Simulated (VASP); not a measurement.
Li3H2, 5 atoms in the cell. It takes space group R-3m (No. 166, trigonal). The conventional cell has a = 2.905 Å, b = 2.905 Å, c = 20.196 Å, α = 90.00°, β = 90.00°, γ = 120.00°. Li (site symmetry -3m) has 6 H at 2.15 Å and 12 Li at 2.90 to 3.01 Å within 3.1 Å. Within 2.7 Å of Li (site symmetry 3m) lie 3 H at 2.04 Å and 3 Li at 2.41 Å. Within 2.7 Å of H (site symmetry 3m) lie 6 Li at 2.04 to 2.15 Å. 

* Program: VASP 6.6.1
* Task: single point
* Functional: PBE
* Potentials or basis: VASP PAW PBE potentials, release 64 (Li_sv, H)
* Cutoff: 520 eV
* k mesh: 6 × 6 × 6
* Occupations: gaussian, width 0.1 eV
* Spin: no spin polarisation
* Dipole correction: no
* Further INCAR settings: ALGO = Normal; EDIFF = 1e-07; NBANDS = 14

Potentials or basis: VASP PAW PBE potentials, release 64 (Li_sv, H).

Launch:

```console
$ cat potpaw_PBE.64/Li_sv/POTCAR potpaw_PBE.64/H/POTCAR > POTCAR
$ mpirun -np 1 vasp_std > vasp.out
```

Hardware: 1 thread of Oxide Virtual Turin-like Processor, with other jobs on the host.

Q: Estimate the wall time of this run.

A: Run time: 2.6 min on 1 thread of Oxide Virtual Turin-like Processor, with other jobs on the host, peak memory 0.3 GiB. Counts: scf iterations 14, k points 32.
